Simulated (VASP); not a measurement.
# Si (a cell with a defect) in VASP: notebook

Si (a cell with a defect) is run at these levels: PBEsol; tasks: single point.

All numbers are computed with VASP 6.6.1; they aren't measurements. Logs are shortened: lines on timing, memory, paths and dates and some standing lists are left out, and cuts for length are marked.

## (1) The cell of the first run

The cell holds a defect, 17 atoms: a = 7.679 Å, b = 7.679 Å, c = 7.679 Å, α = 60.00°, β = 60.00°, γ = 60.00°.

## (2) Single point, PBEsol

File INCAR:

```
ALGO = Normal
EDIFF = 1E-6
ENCUT = 520
GGA = PS
ISIF = 2
ISMEAR = -1
LASPH = True
LCHARG = False
LREAL = Auto
LWAVE = False
NBANDS = 48
NELM = 80
PREC = Accurate
SIGMA = 0.05
```

File KPOINTS:

```
k-points
0
Gamma
  2 2 2
```

File POSCAR:

```
Si
1.0
    0.0000000000      5.4300000000      5.4300000000
    5.4300000000      0.0000000000      5.4300000000
    5.4300000000      5.4300000000      0.0000000000
Si
17
Direct
   -0.0058851750     -0.0051058011     -0.0054617864
    0.0504999079      0.1501411602      0.1496534991
   -0.0058357274     -0.0051558011      0.5163863720
    0.1401201657      0.1128689687      0.6234645488
   -0.0057682320      0.5168319521     -0.0055954880
    0.1401259669      0.6238511971      0.1125427256
    0.0511288214      0.4831606814      0.4828308471
    0.1402093923      0.6238252302      0.6233626151
    0.4332845304      0.0220662983      0.0222528545
    0.6207360958      0.1104640884      0.1101784530
    0.5120404236     -0.0210398711      0.5044929098
    0.6208154696      0.1103103131      0.6585528545
    0.5120708103      0.5044792818     -0.0210965930
    0.6207624309      0.6582959484      0.1103103131
    0.5121546041      0.5043087477      0.5043249540
    0.6758046041      0.6079685083      0.6079731123
    0.6041146409      0.2983485267      0.2986597606
```

Potentials or basis: VASP PAW PBE potentials, release 64 (Si).

On the command line:

```
> cat potpaw_PBE.64/Si/POTCAR > POTCAR
> mpirun -np 1 vasp_std > vasp.out
```

OUTCAR:

```text
EDIFF = 1E-6
   ENCUT = 520
   GGA = PS
   ISIF = 2
   ISMEAR = -1
   LASPH = True
   LREAL = Auto
   NELM = 80
   PREC = Accurate

 ion  position               nearest neighbor table
   1  0.994  0.995  0.995-   6 2.33   4 2.33   2 2.34  10 2.34
   2  0.050  0.150  0.150-   5 2.34   3 2.34   1 2.34   9 2.40  17 2.80
   3  0.994  0.995  0.516-   8 2.33   4 2.33   2 2.34  12 2.34
   4  0.140  0.113  0.623-   3 2.33   1 2.33  11 2.33   7 2.33
   5  0.994  0.517  0.994-   8 2.33   6 2.33   2 2.34  14 2.34
   6  0.140  0.624  0.113-   1 2.33   5 2.33   7 2.33  13 2.33
   7  0.051  0.483  0.483-   8 2.33   6 2.33   4 2.33  16 2.35
   8  0.140  0.624  0.623-   3 2.33   5 2.33   7 2.33  15 2.33
   9  0.433  0.022  0.022-  12 2.32  10 2.32  14 2.32   2 2.40
  10  0.621  0.110  0.110-   9 2.32   1 2.34  17 2.43  13 2.48  11 2.48
  11  0.512  0.979  0.504-   4 2.33  16 2.34  17 2.40  12 2.48  10 2.48
  12  0.621  0.110  0.659-   9 2.32   3 2.34  17 2.43  15 2.48  11 2.48
  13  0.512  0.504  0.979-   6 2.33  16 2.34  17 2.40  14 2.48  10 2.48
  14  0.621  0.658  0.110-   9 2.32   5 2.34  17 2.43  13 2.48  15 2.48
  15  0.512  0.504  0.504-   8 2.33  16 2.34  17 2.40  12 2.48  14 2.48
  16  0.676  0.608  0.608-  13 2.34  15 2.34  11 2.34   7 2.35
  17  0.604  0.298  0.299-  11 2.40  15 2.40  13 2.40  10 2.43  12 2.43  14 2.43   2 2.80

  LATTYP: Found a face centered cubic cell.
 ALAT       =    10.8600000000

  Lattice vectors:

 A1 = (   0.0000000000,   5.4300000000,   5.4300000000)
 A2 = (   5.4300000000,   0.0000000000,   5.4300000000)
 A3 = (   5.4300000000,   5.4300000000,   0.0000000000)

Analysis of symmetry for initial positions (statically):
=====================================================================
 Subroutine PRICEL returns:
 Original cell was already a primitive cell.

 Routine SETGRP: Setting up the symmetry group for a
 face centered cubic supercell.

 Subroutine GETGRP returns: Found  1 space group operations
 (whereof  1 operations were pure point group operations)
 out of a pool of 48 trial point group operations.

The static configuration has the point symmetry C_1 .

Analysis of symmetry for dynamics (positions and initial velocities):
=====================================================================
 Subroutine PRICEL returns:
 Original cell was already a primitive cell.

 Routine SETGRP: Setting up the symmetry group for a
 face centered cubic supercell.

 Subroutine GETGRP returns: Found  1 space group operations
 (whereof  1 operations were pure point group operations)
 out of a pool of 48 trial point group operations.

The dynamic configuration has the point symmetry C_1 .

 Subroutine INISYM returns: Found  1 space group operations
 (whereof  1 operations are pure point group operations),
 and found     1 'primitive' translations

----------------------------------------------------------------------------------------

                                     Primitive cell

  volume of cell :     320.2060

  direct lattice vectors                    reciprocal lattice vectors
     0.000000000  5.430000000  5.430000000    -0.092081031  0.092081031  0.092081031
     5.430000000  0.000000000  5.430000000     0.092081031 -0.092081031  0.092081031
     5.430000000  5.430000000  0.000000000     0.092081031  0.092081031 -0.092081031

  length of vectors
     7.679179644  7.679179644  7.679179644     0.159489025  0.159489025  0.159489025

  position of ions in fractional coordinates (direct lattice)
     0.994114825  0.994894199  0.994538214
     0.050499908  0.150141160  0.149653499
     0.994164273  0.994844199  0.516386372
     0.140120166  0.112868969  0.623464549
     0.994231768  0.516831952  0.994404512
     0.140125967  0.623851197  0.112542726
[... 9 lines left out ...]
     0.675804604  0.607968508  0.607973112
     0.604114641  0.298348527  0.298659761

  ion indices of the primitive-cell ions
   primitive index   ion index
                 1           1
                 2           2
                 3           3
                 4           4
                 5           5
                 6           6
[... 9 lines left out ...]
                16          16
                17          17

----------------------------------------------------------------------------------------

 KPOINTS: k-points

Automatic generation of k-mesh.
 Grid dimensions read from file:
 generate k-points for:    2    2    2

 Generating k-lattice:

  Cartesian coordinates                     Fractional coordinates (reciprocal lattice)
    -0.046040516  0.046040516  0.046040516     0.500000000  0.000000000  0.000000000
     0.046040516 -0.046040516  0.046040516     0.000000000  0.500000000  0.000000000
     0.046040516  0.046040516 -0.046040516     0.000000000  0.000000000  0.500000000

  Length of vectors
     0.079744512  0.079744512  0.079744512

  Shift w.r.t. Gamma in fractional coordinates (k-lattice)
     0.000000000  0.000000000  0.000000000

 Subroutine IBZKPT returns following result:
 ===========================================

 Found      8 irreducible k-points:

 Following reciprocal coordinates:
            Coordinates               Weight
  0.000000  0.000000  0.000000      1.000000
  0.500000  0.000000  0.000000      1.000000
  0.000000  0.500000  0.000000      1.000000
  0.000000  0.000000  0.500000      1.000000
  0.500000  0.500000  0.500000      1.000000
  0.500000  0.500000  0.000000      1.000000
  0.000000  0.500000  0.500000      1.000000
  0.500000  0.000000  0.500000      1.000000
   k-points           NKPTS =      8   k-points in BZ     NKDIM =      8   number of bands    NBANDS=     48
   number of dos      NEDOS =    301   number of ions     NIONS =     17
   total plane-waves  NPLWV = 216000
   dimension x,y,z NGX =    60 NGY =   60 NGZ =   60
   dimension x,y,z NGXF=   120 NGYF=  120 NGZF=  120
   ions per type =              17
   NGX,Y,Z   is equivalent  to a cutoff of  12.99, 12.99, 12.99 a.u.
   NGXF,Y,Z  is equivalent  to a cutoff of  25.98, 25.98, 25.98 a.u.
 SYSTEM =  unknown system
   PREC   = accura    normal or accurate (medium, high low for compatibility)
   ISTART =      0    job   : 0-new  1-cont  2-samecut
   ICHARG =      2    charge: 1-file 2-atom 10-const
   ISPIN  =      1    spin polarized calculation?
   LNONCOLLINEAR =      F non collinear calculations
   LSORBIT =      F    spin-orbit coupling
   LASPH  =      T    aspherical Exc in radial PAW
   ENCUT  =  520.0 eV  38.22 Ry    6.18 a.u.  14.28 14.28 14.28*2*pi/ulx,y,z
   NELM   =     80;   NELMIN=  2; NELMDL= -5     # of ELM steps
   EDIFF  = 0.1E-05   stopping-criterion for ELM
   LREAL  =      T    real-space projection
   EDIFFG = 0.1E-04   stopping-criterion for IOM
   NSW    =      0    number of steps for IOM
   IBRION =     -1    ionic relax: 0-MD 1-quasi-New 2-CG
   NFREE  =      0    steps in history (QN), initial steepest desc. (CG)
   ISIF   =      2    stress and relaxation
   ISYM   =      2    0-nonsym 1-usesym 2-fastsym
   POTIM  = 0.5000    time-step for ionic-motion
   TEBEG  =    0.0;   TEEND  =   0.0 temperature during run
   PSTRESS=    0.0 pullay stress
   NELECT =      68.0000    total number of electrons
   NUPDOWN=      -1.0000    fix difference up-down
   EMIN   =  10.00;   EMAX   =-10.00  energy-range for DOS
   EFERMI =   0.00;   METHOD = LEGACY
   ISMEAR =    -1;   SIGMA  =   0.05  broadening in eV -4-tet -1-fermi 0-gaus
   EFERMI_NEDOS =   21; number of points for ismear=-14 and -15
   IALGO  =     38    algorithm
   IMIX   =      4    mixing-type and parameters
     AMIX     =   0.40;   BMIX     =  1.00
     AMIX_MAG =   1.60;   BMIX_MAG =  1.00
  volume/ion in A,a.u.               =      18.84       127.11
  Fermi-wavevector in a.u.,A,eV,Ry     =   0.976715  1.845724 12.979587  0.953973
  Thomas-Fermi vector in A             =   2.107356
   LORBIT       =      0    0 simple, 1 ext, 2 COOP (PROOUT), +10 PAW based schemes
   GGA     = PS    functional components
   LHFCALC =     F    Hartree Fock is set to
   AEXX    =    0.0000 exact exchange contribution
   IVDW    =     0    specifies the selected vdW correction
   LEPSILON=     F    determine dielectric tensor
   LRPA    =     F    only Hartree local field effects (RPA)
 non-spin polarized calculation
  energy-cutoff  :      520.00
  volume of cell :      320.21
 maximum number of plane-waves:      8646
 NGX is ok and might be reduce to    60
   NGX = 29   NGY = 29   NGZ = 29

 number of electron      68.0000000 magnetization

 Free energy of the ion-electron system (eV)
  ---------------------------------------------------
  ext. energy  EPLUGINS =         0.00000000
  ---------------------------------------------------
  free energy    TOTEN  =       -93.66732579 eV

  energy without entropy =      -93.61985776  energy(sigma->0) =      -93.64359177

 E-fermi :   6.5982     XC(G=0):  -9.8262

 val. band max:        6.5418588361   @ k =   0.5000   0.5000   0.0000
 cond. band min:       6.6070931451   @ k =   0.0000   0.0000   0.0000
 fundamental gap:      0.0652343090
 Fermi energy:         6.5982135414

 k-point     1 :       0.0000    0.0000    0.0000
  band No.  band energies     occupation
      1      -6.2829      2.00000
      2      -3.9099      2.00000
      3      -3.6674      2.00000
      4      -3.6661      2.00000
      5      -3.4270      2.00000
      6      -2.6485      2.00000
[... 38 lines left out ...]
     45       8.5070      0.00000
     46       8.7778      0.00000

 k-point     2 :       0.5000    0.0000    0.0000
  band No.  band energies     occupation
      1      -5.8816      2.00000
      2      -4.9253      2.00000
      3      -3.4448      2.00000
      4      -3.4433      2.00000
      5      -3.4361      2.00000
      6      -3.0411      2.00000
[... 286 lines left out ...]
 k-point     8 :       0.5000    0.0000    0.5000
  band No.  band energies     occupation
      1      -5.6772      2.00000
      2      -4.7589      2.00000
      3      -4.1112      2.00000
      4      -3.9216      2.00000
      5      -3.8463      2.00000
      6      -3.6625      2.00000
[... 38 lines left out ...]
     45      10.2210      0.00000
     46      10.3345      0.00000
 [bands above 46 left out]

------------------------ aborting loop because EDIFF is reached ----------------------------------------

  FORCE on cell =-STRESS in cart. coord.  units (eV):
  Direction    XX          YY          ZZ          XY          YZ          ZX
  --------------------------------------------------------------------------------------
  -------------------------------------------------------------------------------------
  Total        4.9864345      4.9735800      4.9824908      0.9758255     -0.9770949      0.9839694
  in kB       24.9500381     24.8857196     24.9303056      4.8826238     -4.8889751      4.9233724
  external PRESSURE =      24.9220211 kB  Pullay stress =       0.0000000 kB

 VOLUME and BASIS-vectors are now :
 -----------------------------------------------------------------------------
  energy-cutoff  :      520.00
  volume of cell :      320.21
      direct lattice vectors                 reciprocal lattice vectors
     0.000000000  5.430000000  5.430000000    -0.092081031  0.092081031  0.092081031
     5.430000000  0.000000000  5.430000000     0.092081031 -0.092081031  0.092081031
     5.430000000  5.430000000  0.000000000     0.092081031  0.092081031 -0.092081031

 POSITION                                       TOTAL-FORCE (eV/Angst)
 -----------------------------------------------------------------------------------
     10.80262     10.79839     10.80032        -0.008528      0.000327      0.001163
      1.62788      1.08683      1.08948         0.023737     -0.025902     -0.032880
      8.20598      8.20229     10.80032        -0.000425      0.007910      0.002325
      3.99829      4.14626      1.37373        -0.002235      0.003698      0.000553
      8.20601     10.79830      8.20508         0.004178     -0.003159      0.003780
      3.99862      1.37199      4.14840        -0.004053      0.001632      0.002067
[... 9 lines left out ...]
      6.60256      6.97091      6.97089         0.028359     -0.026808     -0.021576
      3.24176      4.90207      4.90038        -0.059048      0.061079      0.069439
 -----------------------------------------------------------------------------------
    total drift:                                0.005287     -0.001837     -0.004290

  FREE ENERGIE OF THE ION-ELECTRON SYSTEM (eV)
  ---------------------------------------------------
  free  energy   TOTEN  =       -93.6673257903 eV

  energy  without entropy=      -93.6198577582  energy(sigma->0) =      -93.64359177
```

Wall time 3.9 min (1 thread of Intel Xeon Platinum 8488C (Sapphire Rapids), shared host); peak memory 0.45 GiB.

What came out:

```
Free energy            : -93.6673 eV
Pressure               : 2.5 GPa
Largest force          : 0.110 eV/Å
Band gap on the k mesh : 0.07 eV
```

Forces on the atoms (eV/Å):
```
Si  -0.009  0.000  0.001
Si   0.024 -0.026 -0.033
Si   0.000  0.008  0.002
Si  -0.002  0.004  0.001
Si   0.004 -0.003  0.004
Si  -0.004  0.002  0.002
Si   0.011 -0.013 -0.016
Si  -0.002  0.004  0.001
Si   0.025 -0.022 -0.021
Si  -0.015 -0.005 -0.009
Si   0.004 -0.006  0.025
Si   0.005  0.011 -0.006
Si   0.008  0.026 -0.008
Si   0.006 -0.004  0.018
Si  -0.023 -0.009 -0.007
Si   0.028 -0.027 -0.022
Si  -0.059  0.061  0.069
```

Levels at points of the mesh, in eV from the valence-band top:
```csv
k point,band 32,band 33,band 34,band 35,band 36,band 37
"(0.00, 0.00, 0.00)",-0.52,-0.52,-0.32,0.07,0.07,0.38
"(0.50, 0.00, 0.00)",-1.09,-1.09,-0.06,0.49,0.49,1.33
"(0.00, 0.50, 0.00)",-1.17,-0.69,-0.12,0.37,0.76,1.04
"(0.00, 0.00, 0.50)",-1.17,-0.69,-0.12,0.36,0.76,1.04
"(0.50, 0.50, 0.50)",-1.17,-0.69,-0.12,0.36,0.76,1.04
"(0.50, 0.50, 0.00)",-1.51,-0.46,0.00,0.57,1.50,1.61
"(0.00, 0.50, 0.50)",-1.51,-0.46,0.00,0.57,1.50,1.61
"(0.50, 0.00, 0.50)",-1.51,-0.46,0.00,0.57,1.50,1.61
```

Caveat: the k points lie up to 0.50 Å⁻¹ apart; semilocal functionals underestimate gaps, and a narrow one can read as zero; the PAW data sets were made with another functional, which shifts forces and pressure a little.

## (3) Single point, PBEsol

File INCAR:

```
PREC = Accurate ; ENCUT = 520
EDIFF = 1E-7 ; ISMEAR = -1
SIGMA = 0.05 ; LREAL = Auto
LASPH = T ; NELM = 100
ALGO = Normal ; ISIF = 2
LWAVE = F ; LCHARG = F
GGA = PS ; NBANDS = 48
```

File KPOINTS:

```
Automatic mesh
0
Gamma
  2 2 2
```

File POSCAR:

```
Si
1.0
    0.0000000000      5.4300000000      5.4300000000
    5.4300000000      0.0000000000      5.4300000000
    5.4300000000      5.4300000000      0.0000000000
Si
17
Direct
   -0.0145667587      0.0014418969      0.0009304788
    0.0738416206      0.1424762431      0.1418441989
   -0.0145381215      0.0014639042      0.5121909761
    0.1315994475      0.1085744015      0.6299255985
   -0.0147554328      0.5127434622      0.0010443831
    0.1314129834      0.6305035912      0.1079604972
    0.0759949355      0.4751713628      0.4744671271
    0.1313790055      0.6305357274      0.6301935543
    0.4495021179      0.0167833333      0.0167991713
    0.6134213628      0.1205073665      0.1201801105
    0.5050009208     -0.0335602210      0.5142298343
    0.6134511971      0.1204252302      0.6458165746
    0.5047461326      0.5145746777     -0.0340967772
    0.6132989871      0.6457726519      0.1203562615
    0.5047713628      0.5144923573      0.5146166667
    0.6929732965      0.6025112339      0.6021659300
    0.5211775322      0.3263812155      0.3261432781
```

Potentials or basis: VASP PAW PBE potentials, release 64 (Si).

On the command line:

```
> cat potpaw_PBE.64/Si/POTCAR > POTCAR
> mpirun -np 1 vasp_std > vasp.out
```

It took 4.1 min on 1 thread of Intel Xeon Platinum 8488C (Sapphire Rapids), shared host; peak memory 0.46 GiB.

It converged, with:

| Property | Result |
| --- | --- |
| Free energy | -93.6676 eV |
| Pressure | 2.5 GPa |
| Largest force | 0.106 eV/Å |
| Band gap on the k mesh | 0.06 eV |

Forces on the atoms (eV/Å):
```
Si   0.015 -0.004  0.001
Si  -0.032  0.030  0.017
Si   0.004 -0.016  0.000
Si  -0.002  0.003 -0.009
Si   0.001 -0.002 -0.016
Si   0.000 -0.003  0.008
Si  -0.026  0.022  0.009
Si   0.001  0.003  0.010
Si  -0.014  0.017  0.020
Si   0.025  0.005  0.009
Si  -0.016  0.018 -0.024
Si  -0.006 -0.028  0.011
Si  -0.012 -0.008  0.014
Si  -0.002  0.004 -0.026
Si   0.010  0.012  0.014
Si  -0.012  0.011  0.018
Si   0.065 -0.062 -0.056
```

Stress tensor (GPa, compression positive):
```
 2.46  0.49  0.49
 0.49  2.46 -0.49
 0.49 -0.49  2.47
```

Levels at points of the mesh, in eV from the valence-band top:
```csv
k point,band 31,band 32,band 33,band 34,band 35,band 36,band 37,band 38
"(0.00, 0.00, 0.00)",-1.05,-0.53,-0.53,-0.32,0.06,0.07,0.38,0.38
"(0.50, 0.00, 0.00)",-1.21,-1.09,-1.09,-0.07,0.49,0.49,1.33,1.33
"(0.00, 0.50, 0.00)",-1.21,-1.17,-0.69,-0.13,0.36,0.76,1.04,1.19
"(0.00, 0.00, 0.50)",-1.22,-1.17,-0.69,-0.12,0.36,0.76,1.04,1.19
"(0.50, 0.50, 0.50)",-1.22,-1.17,-0.69,-0.12,0.36,0.76,1.04,1.19
"(0.50, 0.50, 0.00)",-1.70,-1.52,-0.47,0.00,0.56,1.50,1.61,1.73
"(0.00, 0.50, 0.50)",-1.70,-1.51,-0.46,0.00,0.56,1.50,1.61,1.73
"(0.50, 0.00, 0.50)",-1.70,-1.51,-0.46,0.00,0.56,1.50,1.61,1.73
```

Caveat: the k points lie up to 0.50 Å⁻¹ apart; semilocal functionals underestimate gaps, and a narrow one can read as zero; the PAW data sets were made with another functional, which shifts forces and pressure a little.

(Continued in part 2 of 2.)

The gap in the log of VASP goes by the Fermi energy; the results here count the filled bands.